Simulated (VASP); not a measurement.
Here is a VASP 6.6.1 calculation.

The input INCAR:

```
SYSTEM = TaN
PREC = Accurate
ENCUT = 520
EDIFF = 1E-7
ISMEAR = 0
SIGMA = 0.1
LREAL = .FALSE.
LASPH = .TRUE.
NELM = 100
ALGO = Normal
ISIF = 2
LWAVE = .FALSE.
LCHARG = .FALSE.
GGA = PS
NBANDS = 15
```

The input KPOINTS:

```
Automatic mesh
0
G
  18 18 14
  0 0 0
```

Contents of POSCAR:

```
TaN
1.0
    2.9181144382      0.0000000000      0.0000000000
   -1.4590572191      2.5271612347      0.0000000000
    0.0000000000      0.0000000000      2.8660517553
Ta N
1 1
Direct
    0.3333333333      0.6666666667      0.5000000000
    0.0000000000      0.0000000000      0.0000000000
```

Potentials or basis: VASP PAW PBE potentials, release 64 (Ta_pv, N).

Run with:

```sh
$ cat potpaw_PBE.64/Ta_pv/POTCAR potpaw_PBE.64/N/POTCAR > POTCAR
$ mpirun -np 1 vasp_std > vasp.out
```

Task: Predict the band gap on the k mesh.

Result: Zero (bands 8 and 9 overlap by 0.35 eV).

Task: What does it give for the pressure?

Result: 2.9 GPa.

Stress tensor (GPa, compression positive):
```
2.88 0.00 0.00
0.00 2.88 0.00
0.00 0.00 3.08
```

Caveat: the PAW data sets were made with another functional, which shifts forces and pressure a little; spin-orbit coupling is left out, which moves the levels of the heavy elements.
